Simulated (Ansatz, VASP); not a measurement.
**CO2: VASP beside Ansatz**

Contents of POSCAR:

```
CO2
1.0
    4.2272127900      0.0000000000      0.0000000000
    0.0000000000      4.2272127900      0.0000000000
    0.0000000000      0.0000000000      4.6877715900
C O
2 4
Direct
    0.5000000000      0.5000000000      0.5000000000
    0.0000000000      0.0000000000      0.0000000000
    0.3048268600      0.6951731400      0.5000000000
    0.6951731400      0.3048268600      0.5000000000
    0.1951731400      0.1951731400      0.0000000000
    0.8048268600      0.8048268600      0.0000000000
```

Contents of INCAR.step1:

```
SYSTEM = CO2
ALGO = Normal
EDIFF = 1E-4
ENCUT = 520
GGA = PE
ISMEAR = -1
LASPH = .True.
LCHARG = .False.
LREAL = .False.
LWAVE = .True.
NBANDS = 25
NELM = 80
PREC = Accurate
SIGMA = 0.01
```

INCAR.step2

```
SYSTEM = CO2
ALGO = Normal
EDIFF = 1E-8
ENCUT = 520
ISIF = 2
ISMEAR = -1
ISTART = 1
LASPH = .True.
LCHARG = .False.
LEFG = .True.
LMIXTAU = .True.
LREAL = .False.
LWAVE = .False.
METAGGA = R2SCAN
NBANDS = 25
NELM = 80
PREC = Accurate
SIGMA = 0.01
```

Contents of KPOINTS:

```
k-points
0
Gamma
  8 8 7
  0 0 0
```

Input for Ansatz:

```yaml
crystal:
  lattice:
    - [4.22721279, 0.0, 0.0]
    - [0.0, 4.22721279, 0.0]
    - [0.0, 0.0, 4.68777159]
  atoms:
    - { symbol: C, position: [0.5, 0.5, 0.5] }
    - { symbol: C, position: [0.0, 0.0, 0.0] }
    - { symbol: O, position: [0.30482686, 0.69517314, 0.5] }
    - { symbol: O, position: [0.69517314, 0.30482686, 0.5] }
    - { symbol: O, position: [0.19517314, 0.19517314, 0.0] }
    - { symbol: O, position: [0.80482686, 0.80482686, 0.0] }
kpoints:
  mp_grid: { grid: [8, 8, 7] }
scf:
  occupations: { method: fermi_dirac, width: 0.01 }
hamiltonian:
  xc: r2scan
  pseudopotentials: { kind: paw }
output:
  forces: true
  stress: true
  populations: true
  efg: { quadrupole_moments_barn: { O: -0.02558 }, contact_densities: true }
```

Alike in both runs: task electric field gradients; functional r2SCAN; k mesh 8 × 8 × 7; occupations fermi-dirac, width 0.01 eV; no spin polarisation.

|  | VASP | Ansatz |
| --- | --- | --- |
| version | VASP 6.6.1 | Ansatz 0.2.0 |
| potentials or method | VASP PAW PBE potentials, release 64 (C, O) | plane-wave PAW, scalar-relativistic |
| plane-wave cutoff (eV) | 520 | 500 |
| valence electrons in the cell | 32 | 32 |

|  | VASP | Ansatz | Ansatz less VASP |
| --- | --- | --- | --- |
| gap on the k mesh at the Fermi level (eV) | 7.16 | 7.19 | +0.025 |
| pressure (GPa) | 0.2 | -1.7 | -1.89 |
| traceless stress, the component that is largest in VASP (GPa) | -0.19 | 2.06 | +2.246 |
| rms of the force components (eV/Å) | 0.019 | 0.337 | +0.3181 |
| size of Vzz on the site where it differs most (V/Å²) | 56.8 | 35.3 | -21.56 |

VASP's potentials were made for PBE, not for r2SCAN. Atom by atom the forces differ by 0.356 eV/Å (rms over components). One of these differences is far larger than is usual between the two programs; its cause wasn't traced.

Noted on VASP's run: the standard files for N, O and F lose accuracy on very short bonds.
